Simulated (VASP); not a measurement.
Set up this calculation in VASP 6.6.1, as the native input.

```
Task                   : single point
Functional             : PBE
Potentials or basis    : VASP PAW PBE potentials, release 64 (Ba_sv, Nd_3), 4f in core
Cutoff                 : 500 eV
k mesh                 : 4 × 4 × 4
Occupations            : gaussian, width 0.1 eV
Spin                   : no spin polarisation
Dipole correction      : no
Further INCAR settings : ALGO = Normal; EDIFF = 1e-06; NBANDS = 18
```

The structure of BaNd lies in POSCAR:

```
BaNd
1.0
    0.0000000000      3.2822270700      3.2822270700
    3.2822270700      0.0000000000      3.2822270700
    3.2822270700      3.2822270700      0.0000000000
Ba Nd
1 1
Direct
    0.5000000000      0.5000000000      0.5000000000
    0.0000000000      0.0000000000      0.0000000000
```

The cell was generated, and may not be a known phase.

The input as run:

INCAR

```
ALGO = Normal
EDIFF = 1E-6
ENCUT = 500
GGA = PE
GGA_COMPAT = F
ISIF = 2
ISMEAR = 0
LASPH = T
LCHARG = F
LMAXMIX = 6
LREAL = F
LWAVE = F
NBANDS = 18
NELM = 200
PREC = Accurate
SIGMA = 0.1
```

KPOINTS

```
k-points
0
Gamma
  4 4 4
```

Potentials or basis: VASP PAW PBE potentials, release 64 (Ba_sv, Nd_3), 4f in core.

The run is started by

```bash
$ cat potpaw_PBE.64/Ba_sv/POTCAR potpaw_PBE.64/Nd_3/POTCAR > POTCAR
$ mpirun -np 1 vasp_std > vasp.out
```

Results of the run:

The pressure is 7.0 GPa and the band gap on the k mesh is zero (an odd number of electrons rules out a gap without spin polarisation).

Caveat: the k points lie up to 0.41 Å⁻¹ apart, too coarse for converged energies and pressures of a metal; spin-orbit coupling is left out, which moves the levels of the heavy elements; the 4f electrons are frozen in the core, so they carry no moment and show no levels.

Wall time 13 s on 1 thread of Intel(R) Xeon(R) Platinum 8488C (Sapphire Rapids), on a shared host, peak memory 0.2 GiB.
